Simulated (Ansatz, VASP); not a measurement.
# C in VASP and in Ansatz

The input INCAR:

```
SYSTEM = C
PREC = Accurate
ENCUT = 520
EDIFF = 1E-6
ISMEAR = 0
SIGMA = 0.05
LREAL = .False.
LASPH = .True.
NELM = 100
ALGO = Normal
ISIF = 2
LWAVE = .False.
LCHARG = .True.
GGA = PE
LELF = .True.
LVHAR = .True.
NBANDS = 11
```

Contents of KPOINTS:

```
Automatic mesh
0
Gamma
  22 22 22
  0 0 0
```

File POSCAR:

```
C
1.0
    0.0000000000      1.6577759027      1.6577759027
    1.6577759027      0.0000000000      1.6577759027
    1.6577759027      1.6577759027      0.0000000000
C
2
Direct
    0.0000000000      0.0000000000      0.0000000000
    0.2500000000      0.2500000000      0.2500000000
```

Input for Ansatz:

```yaml
crystal:
  lattice:
    - [0.0, 1.6577759027, 1.6577759027]
    - [1.6577759027, 0.0, 1.6577759027]
    - [1.6577759027, 1.6577759027, 0.0]
  atoms:
    - { symbol: C, position: [0.0, 0.0, 0.0] }
    - { symbol: C, position: [0.25, 0.25, 0.25] }
basis:
  ecutwfc: 420
  ecutrho_ratio: 4
kpoints:
  mp_grid: { grid: [22, 22, 22] }
hamiltonian:
  xc: pbe
scf:
  occupations: { method: gaussian, width: 0.05 }
output:
  forces: true
  stress: true
  eigenvalues: true
```

Alike in both runs: task single point; functional PBE; k mesh 22 × 22 × 22; occupations gaussian, width 0.05 eV; no spin polarisation.

```csv
,VASP,Ansatz
version,VASP 6.6.1,Ansatz 0.2.0
potentials or method,"VASP PAW PBE potentials, release 64 (C), cutoff 520 eV","scalar-relativistic, plane waves, PAW"
valence electrons in the cell,8,8
```

```csv
,VASP,Ansatz,Ansatz less VASP
gap on the k mesh at the Fermi level (eV),4.64,4.66,+0.015
least direct gap on the mesh (eV),6.20,6.21,+0.012
```
